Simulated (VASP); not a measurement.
# C in VASP: further runs, part 2 of 2

VASP 6.6.1.

## (5) Single point, PBEsol

File INCAR:

```
PREC = Accurate
ENCUT = 600
EDIFF = 1E-6
ISMEAR = -1
SIGMA = 0.1
LREAL = F
LASPH = T
NELM = 120
ALGO = Normal
ISIF = 2
LWAVE = F
LCHARG = T
GGA = PS
LELF = T
LVHAR = T
NBANDS = 11
GGA_COMPAT = F
```

File KPOINTS:

```
Automatic mesh
0
Gamma
  5 5 5
```

File POSCAR:

```
C
1.0
    0.0000000000      1.7833700000      1.7833700000
    1.7833700000      0.0000000000      1.7833700000
    1.7833700000      1.7833700000      0.0000000000
C
2
Direct
   -0.0163311154      0.0109533836     -0.0059971426
    0.2663311154      0.2390466164      0.2559971426
```

Potentials or basis: VASP PAW PBE potentials, release 64 (C).

Launch:

```sh
> cat potpaw_PBE.64/C/POTCAR > POTCAR
> mpirun -np 1 vasp_std > vasp.out
```

OUTCAR:

```text
PREC = Accurate
   ENCUT = 600
   EDIFF = 1E-6
   ISMEAR = -1
   LREAL = F
   LASPH = T
   NELM = 120
   ISIF = 2
   GGA = PS

 ion  position               nearest neighbor table
   1  0.984  0.011  0.994-   2 1.48   2 1.52   2 1.59   2 1.59
   2  0.266  0.239  0.256-   1 1.48   1 1.52   1 1.59   1 1.59

  LATTYP: Found a face centered cubic cell.
 ALAT       =     3.5667400000

  Lattice vectors:

 A1 = (   0.0000000000,   1.7833700000,   1.7833700000)
 A2 = (   1.7833700000,   0.0000000000,   1.7833700000)
 A3 = (   1.7833700000,   1.7833700000,   0.0000000000)

Analysis of symmetry for initial positions (statically):
=====================================================================
 Subroutine PRICEL returns:
 Original cell was already a primitive cell.

 Routine SETGRP: Setting up the symmetry group for a
 face centered cubic supercell.

 Subroutine GETGRP returns: Found  2 space group operations
 (whereof  1 operations were pure point group operations)
 out of a pool of 48 trial point group operations.

The static configuration has the point symmetry C_1 .
 The point group associated with its full space group is S_2 .

Analysis of symmetry for dynamics (positions and initial velocities):
=====================================================================
 Subroutine PRICEL returns:
 Original cell was already a primitive cell.

 Routine SETGRP: Setting up the symmetry group for a
 face centered cubic supercell.

 Subroutine GETGRP returns: Found  2 space group operations
 (whereof  1 operations were pure point group operations)
 out of a pool of 48 trial point group operations.

The dynamic configuration has the point symmetry C_1 .
 The point group associated with its full space group is S_2 .

 Subroutine INISYM returns: Found  2 space group operations
 (whereof  1 operations are pure point group operations),
 and found     1 'primitive' translations

----------------------------------------------------------------------------------------

                                     Primitive cell

  volume of cell :      11.3437

  direct lattice vectors                    reciprocal lattice vectors
     0.000000000  1.783370000  1.783370000    -0.280368067  0.280368067  0.280368067
     1.783370000  0.000000000  1.783370000     0.280368067 -0.280368067  0.280368067
     1.783370000  1.783370000  0.000000000     0.280368067  0.280368067 -0.280368067

  length of vectors
     2.522066041  2.522066041  2.522066041     0.485611737  0.485611737  0.485611737

  position of ions in fractional coordinates (direct lattice)
     0.983668885  0.010953384  0.994002857
     0.266331115  0.239046616  0.255997143

  ion indices of the primitive-cell ions
   primitive index   ion index
                 1           1
                 2           2

----------------------------------------------------------------------------------------

 KPOINTS: Automatic mesh

Automatic generation of k-mesh.
 Grid dimensions read from file:
 generate k-points for:    5    5    5

 Generating k-lattice:

  Cartesian coordinates                     Fractional coordinates (reciprocal lattice)
    -0.056073613  0.056073613  0.056073613     0.200000000  0.000000000  0.000000000
     0.056073613 -0.056073613  0.056073613     0.000000000  0.200000000  0.000000000
     0.056073613  0.056073613 -0.056073613     0.000000000  0.000000000  0.200000000

  Length of vectors
     0.097122347  0.097122347  0.097122347

  Shift w.r.t. Gamma in fractional coordinates (k-lattice)
     0.000000000  0.000000000  0.000000000

 Subroutine IBZKPT returns following result:
 ===========================================

 Found     63 irreducible k-points:

 Following reciprocal coordinates:
            Coordinates               Weight
  0.000000  0.000000  0.000000      1.000000
  0.200000  0.000000  0.000000      2.000000
  0.000000  0.200000  0.000000      2.000000
  0.000000  0.000000  0.200000      2.000000
  0.200000  0.200000  0.200000      2.000000
  0.400000  0.000000  0.000000      2.000000
[... 16 lines left out ...]
  0.200000  0.400000  0.400000      2.000000
  0.400000  0.000000  0.200000      2.000000
 [... further k-points ...]
   k-points           NKPTS =     63   k-points in BZ     NKDIM =     63   number of bands    NBANDS=     11
   number of dos      NEDOS =    301   number of ions     NIONS =      2
   total plane-waves  NPLWV =   8000
   dimension x,y,z NGX =    20 NGY =   20 NGZ =   20
   dimension x,y,z NGXF=    40 NGYF=   40 NGZF=   40
   ions per type =               2
   NGX,Y,Z   is equivalent  to a cutoff of  13.18, 13.18, 13.18 a.u.
   NGXF,Y,Z  is equivalent  to a cutoff of  26.37, 26.37, 26.37 a.u.
 SYSTEM =  unknown system
   PREC   = accura    normal or accurate (medium, high low for compatibility)
   ISTART =      0    job   : 0-new  1-cont  2-samecut
   ICHARG =      2    charge: 1-file 2-atom 10-const
   ISPIN  =      1    spin polarized calculation?
   LNONCOLLINEAR =      F non collinear calculations
   LSORBIT =      F    spin-orbit coupling
   LASPH  =      T    aspherical Exc in radial PAW
   ENCUT  =  600.0 eV  44.10 Ry    6.64 a.u.   5.04  5.04  5.04*2*pi/ulx,y,z
   NELM   =    120;   NELMIN=  2; NELMDL= -5     # of ELM steps
   EDIFF  = 0.1E-05   stopping-criterion for ELM
   LREAL  =      F    real-space projection
   EDIFFG = 0.1E-04   stopping-criterion for IOM
   NSW    =      0    number of steps for IOM
   IBRION =     -1    ionic relax: 0-MD 1-quasi-New 2-CG
   NFREE  =      0    steps in history (QN), initial steepest desc. (CG)
   ISIF   =      2    stress and relaxation
   ISYM   =      2    0-nonsym 1-usesym 2-fastsym
   POTIM  = 0.5000    time-step for ionic-motion
   TEBEG  =    0.0;   TEEND  =   0.0 temperature during run
   PSTRESS=    0.0 pullay stress
   NELECT =       8.0000    total number of electrons
   NUPDOWN=      -1.0000    fix difference up-down
   EMIN   =  10.00;   EMAX   =-10.00  energy-range for DOS
   EFERMI =   0.00;   METHOD = LEGACY
   ISMEAR =    -1;   SIGMA  =   0.10  broadening in eV -4-tet -1-fermi 0-gaus
   EFERMI_NEDOS =   21; number of points for ismear=-14 and -15
   IALGO  =     38    algorithm
   IMIX   =      4    mixing-type and parameters
     AMIX     =   0.40;   BMIX     =  1.00
     AMIX_MAG =   1.60;   BMIX_MAG =  1.00
  volume/ion in A,a.u.               =       5.67        38.28
  Fermi-wavevector in a.u.,A,eV,Ry     =   1.457203  2.753714 28.891161  2.123440
  Thomas-Fermi vector in A             =   2.574032
   LORBIT       =      0    0 simple, 1 ext, 2 COOP (PROOUT), +10 PAW based schemes
   GGA     = PS    functional components
   LHFCALC =     F    Hartree Fock is set to
   AEXX    =    0.0000 exact exchange contribution
   IVDW    =     0    specifies the selected vdW correction
   LEPSILON=     F    determine dielectric tensor
   LRPA    =     F    only Hartree local field effects (RPA)
 non-spin polarized calculation
  energy-cutoff  :      600.00
  volume of cell :       11.34
 maximum number of plane-waves:       384
   NGX =  9   NGY =  9   NGZ =  9

 number of electron       8.0000000 magnetization

 Free energy of the ion-electron system (eV)
  ---------------------------------------------------
  ext. energy  EPLUGINS =         0.00000000
  ---------------------------------------------------
  free energy    TOTEN  =       -19.08332759 eV

  energy without entropy =      -19.08332742  energy(sigma->0) =      -19.08332751

 E-fermi :  12.1938     XC(G=0): -13.4297

 val. band max:       10.9397578363   @ k =   0.0000   0.0000   0.0000
 cond. band min:      13.6117178013   @ k =   0.0000   0.4000   0.4000
 fundamental gap:      2.6719599650
 Fermi energy:        12.1938159009

 k-point     1 :       0.0000    0.0000    0.0000
  band No.  band energies     occupation
      1     -11.8209      2.00000
      2       8.3885      2.00000
      3       9.9191      2.00000
      4      10.9398      1.99999
      5      14.2079      0.00000
      6      15.0324      0.00000
      7      16.4756      0.00000
      8      23.0571      0.00000
      9      28.6156      0.00000
     10      36.1671      0.00000
     11      36.1999      0.00000
[... 309 lines left out ...]
 k-point    24 :       0.4000    0.0000    0.2000
  band No.  band energies     occupation
      1      -7.8426      2.00000
      2       0.5619      2.00000
      3       4.8622      2.00000
      4       5.6984      2.00000
      5      15.9850      0.00000
      6      20.5909      0.00000
      7      21.0598      0.00000
      8      22.0104      0.00000
      9      30.5021      0.00000
     10      32.2011      0.00000
     11      37.4948      0.00000

 [... further k-points ...]
[... 5 lines left out ...]
  --------------------------------------------------------------------------------------
  -------------------------------------------------------------------------------------
  Total       -0.0757440     -0.1845642     -0.0768096     -0.1389816      0.1399779     -0.2892033
  in kB      -10.6980428    -26.0677549    -10.8485484    -19.6296931     19.7704161    -40.8469273
  external PRESSURE =     -15.8714487 kB  Pullay stress =       0.0000000 kB

 VOLUME and BASIS-vectors are now :
 -----------------------------------------------------------------------------
  energy-cutoff  :      600.00
  volume of cell :       11.34
      direct lattice vectors                 reciprocal lattice vectors
     0.000000000  1.783370000  1.783370000    -0.280368067  0.280368067  0.280368067
     1.783370000  0.000000000  1.783370000     0.280368067 -0.280368067  0.280368067
     1.783370000  1.783370000  0.000000000     0.280368067  0.280368067 -0.280368067

 POSITION                                       TOTAL-FORCE (eV/Angst)
 -----------------------------------------------------------------------------------
      1.79221      3.52692      1.77378        -0.855019      3.000709      0.897120
      0.88285      0.93150      0.90128         0.855019     -3.000709     -0.897120
 -----------------------------------------------------------------------------------
    total drift:                               -0.000000     -0.000000     -0.000000

  FREE ENERGIE OF THE ION-ELECTRON SYSTEM (eV)
  ---------------------------------------------------
  free  energy   TOTEN  =       -19.0833275882 eV

  energy  without entropy=      -19.0833274228  energy(sigma->0) =      -19.08332751
```

stdout:

```text
POSCAR found type information on POSCAR C
 POSCAR found :  1 types and       2 ions
 scaLAPACK will be used
 -----------------------------------------------------------------------------
|                                                                             |
|                                                                             |
|     You enforced a specific xc type in the INCAR file but a different       |
|     I HOPE YOU KNOW WHAT YOU ARE DOING!                                     |
|                                                                             |
 -----------------------------------------------------------------------------

 LDA part: xc-table for (Slater+PW92), standard interpolation
 POSCAR, INCAR and KPOINTS ok, starting setup
 FFT: planning ... GRIDC
 FFT: planning ... GRID_SOFT
 FFT: planning ... GRID
 WAVECAR not read
 entering main loop
```

Wall time 5.2 s (1 thread of Intel Xeon 6975P-C, shared host); peak memory 0.12 GiB.

What came out:

* Free energy: -19.0833 eV
* Pressure: -1.6 GPa
* Largest force: 3.247 eV/Å
* Band gap on the k mesh: 2.67 eV, indirect (least direct gap 3.27 eV)

Forces in eV/Å, atoms in the order of the input:
```
C   -0.855  3.001  0.897
C    0.855 -3.001 -0.897
```

Caveat: the k points lie up to 0.61 Å⁻¹ apart; the PAW data sets were made with another functional, which shifts forces and pressure a little. A k mesh can miss the band edges.

## (6) Single point, PBEsol

File INCAR:

```
PREC = Accurate
ENCUT = 600
EDIFF = 1E-6
ISMEAR = -1
SIGMA = 0.1
LREAL = False
LASPH = True
NELM = 120
ALGO = Normal
ISIF = 2
LWAVE = False
LCHARG = False
GGA = PS
NBANDS = 11
GGA_COMPAT = False
```

KPOINTS is that of step 5.

File POSCAR:

```
C
1.0
    0.0000000000      1.7833700000      1.7833700000
    1.7833700000      0.0000000000      1.7833700000
    1.7833700000      1.7833700000      0.0000000000
C
2
Direct
   -0.0176192064      0.0113139512     -0.0054082140
    0.2676192064      0.2386860488      0.2554082140
```

Potentials or basis: VASP PAW PBE potentials, release 64 (C).

Launch:

```sh
> cat potpaw_PBE.64/C/POTCAR > POTCAR
> mpirun -np 1 vasp_std > vasp.out
```

OUTCAR:

```text
PREC = Accurate
   ENCUT = 600
   EDIFF = 1E-6
   ISMEAR = -1
   LREAL = False
   LASPH = True
   NELM = 120
   ISIF = 2
   GGA = PS

 ion  position               nearest neighbor table
   1  0.982  0.011  0.995-   2 1.47   2 1.52   2 1.59   2 1.59
   2  0.268  0.239  0.255-   1 1.47   1 1.52   1 1.59   1 1.59

  LATTYP: Found a face centered cubic cell.
 ALAT       =     3.5667400000

  Lattice vectors:

 A1 = (   0.0000000000,   1.7833700000,   1.7833700000)
 A2 = (   1.7833700000,   0.0000000000,   1.7833700000)
 A3 = (   1.7833700000,   1.7833700000,   0.0000000000)

Analysis of symmetry for initial positions (statically):
=====================================================================
 Subroutine PRICEL returns:
 Original cell was already a primitive cell.

 Routine SETGRP: Setting up the symmetry group for a
 face centered cubic supercell.

 Subroutine GETGRP returns: Found  2 space group operations
 (whereof  1 operations were pure point group operations)
 out of a pool of 48 trial point group operations.

The static configuration has the point symmetry C_1 .
[... 172 lines left out ...]
      2       8.3152      2.00000
      3       9.9613      2.00000
      4      10.9795      1.99999
      5      14.1724      0.00000
      6      14.9901      0.00000
      7      16.5473      0.00000
      8      23.0545      0.00000
      9      28.6109      0.00000
     10      36.1666      0.00000
     11      36.2010      0.00000
[... 309 lines left out ...]
 k-point    24 :       0.4000    0.0000    0.2000
  band No.  band energies     occupation
      1      -7.8445      2.00000
      2       0.5285      2.00000
      3       4.8876      2.00000
      4       5.7028      2.00000
      5      15.9867      0.00000
      6      20.5812      0.00000
      7      21.0785      0.00000
      8      22.0278      0.00000
      9      30.4377      0.00000
     10      32.2555      0.00000
     11      37.4353      0.00000

 [... further k-points ...]

------------------------ aborting loop because EDIFF is reached ----------------------------------------

  FORCE on cell =-STRESS in cart. coord.  units (eV):
  Direction    XX          YY          ZZ          XY          YZ          ZX
  --------------------------------------------------------------------------------------
  -------------------------------------------------------------------------------------
  Total       -0.0547311     -0.1684810     -0.0559291     -0.1673972      0.1684911     -0.3055893
  in kB       -7.7301919    -23.7961802     -7.8994051    -23.6430997     23.7975990    -43.1612862
  external PRESSURE =     -13.1419258 kB  Pullay stress =       0.0000000 kB

 VOLUME and BASIS-vectors are now :
 -----------------------------------------------------------------------------
  energy-cutoff  :      600.00
  volume of cell :       11.34
      direct lattice vectors                 reciprocal lattice vectors
     0.000000000  1.783370000  1.783370000    -0.280368067  0.280368067  0.280368067
     1.783370000  0.000000000  1.783370000     0.280368067 -0.280368067  0.280368067
     1.783370000  1.783370000  0.000000000     0.280368067  0.280368067 -0.280368067

 POSITION                                       TOTAL-FORCE (eV/Angst)
 -----------------------------------------------------------------------------------
      1.79390      3.52567      1.77213        -1.022362      3.108102      1.061800
      0.88115      0.93275      0.90293         1.022362     -3.108102     -1.061800
 -----------------------------------------------------------------------------------
    total drift:                               -0.000000      0.000000     -0.000000

  FREE ENERGIE OF THE ION-ELECTRON SYSTEM (eV)
  ---------------------------------------------------
  free  energy   TOTEN  =       -19.0692937244 eV

  energy  without entropy=      -19.0692935122  energy(sigma->0) =      -19.06929362
```

OSZICAR:

```text
N       E                     dE             d eps       ncg     rms          rms(c)
DAV:   1     0.566806629833E+00    0.56681E+00   -0.52941E+03  1410   0.814E+02
DAV:   2    -0.193641760483E+02   -0.19931E+02   -0.19405E+02  1818   0.132E+02
DAV:   3    -0.197477944458E+02   -0.38362E+00   -0.38271E+00  1632   0.142E+01
DAV:   4    -0.197484374278E+02   -0.64298E-03   -0.64297E-03  1490   0.714E-01
DAV:   5    -0.197484381823E+02   -0.75442E-06   -0.75449E-06  1578   0.234E-02    0.562E+00
DAV:   6    -0.192445061031E+02    0.50393E+00   -0.25526E-01  1425   0.355E+00    0.331E+00
DAV:   7    -0.190686630545E+02    0.17584E+00   -0.30904E-01  1500   0.395E+00    0.691E-01
DAV:   8    -0.190692667116E+02   -0.60366E-03   -0.78960E-03  1488   0.699E-01    0.313E-02
DAV:   9    -0.190692849697E+02   -0.18258E-04   -0.17861E-05  1645   0.383E-02    0.226E-02
DAV:  10    -0.190692939004E+02   -0.89307E-05   -0.38648E-06  1461   0.171E-02    0.444E-03
DAV:  11    -0.190692937244E+02    0.17601E-06   -0.16111E-07   880   0.352E-03
   1 F= -.19069294E+02 E0= -.19069294E+02  d E =-.212212E-06
```

Run time: 6.3 s. Hardware: 1 thread of Intel Xeon 6975P-C, shared host; peak memory 0.12 GiB.

Results:

```
Free energy            : -19.0693 eV
Pressure               : -1.3 GPa
Largest force          : 3.440 eV/Å
Band gap on the k mesh : 2.62 eV, indirect (least direct gap 3.19 eV)
```

Forces in eV/Å, atoms in the order of the input:
```
C   -1.022  3.108  1.062
C    1.022 -3.108 -1.062
```

Caveat: the k points lie up to 0.61 Å⁻¹ apart; the PAW data sets were made with another functional, which shifts forces and pressure a little.
